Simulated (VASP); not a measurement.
A run of VASP 6.6.1 is set up as follows.

Contents of INCAR:

```
ALGO = Normal ; EDIFF = 1E-7
ENCUT = 520 ; GGA = PE
ISIF = 2 ; ISMEAR = 0
LASPH = T ; LCHARG = T
LELF = T ; LREAL = F
LVHAR = T ; LWAVE = F
NBANDS = 20 ; NELM = 100
PREC = Accurate ; SIGMA = 0.1
```

The input KPOINTS:

```
k-points
0
Gamma
  6 6 6
```

The input POSCAR:

```
CoOs2
1.0
    4.2352309712      0.0000000000      0.0000000000
   -2.1176154856      3.6678176119      0.0000000000
    0.0000000000      0.0000000000      2.6783123407
Co Os
1 2
Direct
    0.0000000000      0.0000000000      0.0000000000
    0.3333333333      0.6666666667      0.5000000000
    0.6666666667      0.3333333333      0.5000000000
```

Potentials or basis: VASP PAW PBE potentials, release 64 (Co, Os).

Launch:

```sh
$ cat potpaw_PBE.64/Co/POTCAR potpaw_PBE.64/Os/POTCAR > POTCAR
$ mpirun -np 1 vasp_std > vasp.out
```

Task: What does it give for the band gap on the k mesh?

Result: Zero (an odd number of electrons rules out a gap without spin polarisation).

Task: Estimate the pressure.

Result: -0.4 GPa.

Caveat: the k points lie up to 0.39 Å⁻¹ apart, too coarse for converged energies and pressures of a metal; spin-orbit coupling is left out, which moves the levels of the heavy elements; the run has no spin polarisation, though such a crystal can be magnetic. Spin polarisation is off, so any magnetic state and its effect on volume and gap are missing.
